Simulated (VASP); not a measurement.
## Re: single point with PBE

Crystal: Re.

```
Re
1.0
    -3.43266    3.43266    3.43266
     3.43266   -3.43266    3.43266
     3.43266    3.43266   -3.43266
Re
8
Direct
  0.20064 0.20064 0.20064
  0.50000 0.00000 0.29936
  0.29936 0.50000 0.00000
  0.00000 0.29936 0.50000
  0.79936 0.79936 0.79936
  0.50000 0.00000 0.70064
  0.70064 0.50000 0.00000
  0.00000 0.70064 0.50000
```

```
Program                : VASP 6.6.1
Task                   : single point
Functional             : PBE
Potentials or basis    : VASP PAW PBE potentials, release 64 (Re)
Cutoff                 : 520 eV
k mesh                 : 8 × 8 × 8
Occupations            : gaussian, width 0.1 eV
Spin                   : no spin polarisation
Dipole correction      : no
Further INCAR settings : ALGO = Fast; EDIFF = 1e-06; NBANDS = 38
```

```yaml
Pressure: -1.9 GPa
Largest_force: 0.187 eV/Å
Band_gap_on_the_k_mesh: zero (band 28 reaches 5.33 eV, above the bottom of band 29 at 4.06 eV)
```

Forces on the atoms (eV/Å):
```
Re  -0.108 -0.108 -0.108
Re   0.108  0.108 -0.108
Re  -0.108  0.108  0.108
Re   0.108 -0.108  0.108
Re   0.108  0.108  0.108
Re  -0.108 -0.108  0.108
Re   0.108 -0.108 -0.108
Re  -0.108  0.108 -0.108
```

Levels at points of the mesh, in eV from the Fermi level:
| k point | band 26 | band 27 | band 28 | band 29 | band 30 | band 31 |
| --- | --- | --- | --- | --- | --- | --- |
| (0.00, 0.00, 0.00) | -0.86 | -0.86 | 0.63 | 0.63 | 0.63 | 1.37 |
| (0.50, 0.00, 0.00) | -0.90 | -0.26 | -0.26 | 0.15 | 0.15 | 0.90 |
| (0.50, 0.50, 0.50) | -1.22 | -1.22 | -0.65 | -0.65 | -0.46 | 0.51 |

Wall time 11 min on 1 thread of Intel(R) Xeon(R) Platinum 8375C CPU @ 2.90GHz (Ice Lake) (shared host), peak memory 0.4 GiB.

Caveat: spin-orbit coupling is left out, which moves the levels of the heavy elements.
